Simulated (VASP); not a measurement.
Write the native input for VASP 6.6.1 that does the following.

* Task: single point
* Functional: PBE
* Potentials or basis: VASP PAW PBE potentials, release 64 (B, N)
* Cutoff: 520 eV
* k mesh: 9 × 9 × 9
* Occupations: methfessel-paxton, width 0.05 eV
* Spin: no spin polarisation
* Dipole correction: no
* Further INCAR settings: ALGO = Normal; EDIFF = 1e-06; NBANDS = 11

The structure of BN (Qingsongite) lies in POSCAR:

```
BN
1.0
    0.0000000000      1.8075000000      1.8075000000
    1.8075000000      0.0000000000      1.8075000000
    1.8075000000      1.8075000000      0.0000000000
B N
1 1
Direct
    0.0000000000      0.0000000000      0.0000000000
    0.2500000000      0.2500000000      0.2500000000
```

These files were run (other wordings do the same):

INCAR

```
ALGO = Normal
EDIFF = 1E-6
ENCUT = 520
GGA = PE
ISIF = 2
ISMEAR = 1
LASPH = True
LCHARG = False
LREAL = False
LWAVE = False
NBANDS = 11
NELM = 100
PREC = Accurate
SIGMA = 0.05
```

KPOINTS

```
k-points
0
Gamma
  9 9 9
```

Potentials or basis: VASP PAW PBE potentials, release 64 (B, N).

Launch:

```console
$ cat potpaw_PBE.64/B/POTCAR potpaw_PBE.64/N/POTCAR > POTCAR
$ mpirun -np 1 vasp_std > vasp.out
```

It gave:

The pressure is 3.3 GPa and the band gap on the k mesh is 4.61 eV, indirect (least direct gap 8.82 eV).

Run time: 7.5 s on 1 thread of AMD EPYC 7R13, with other jobs on the host, peak memory 0.09 GiB.
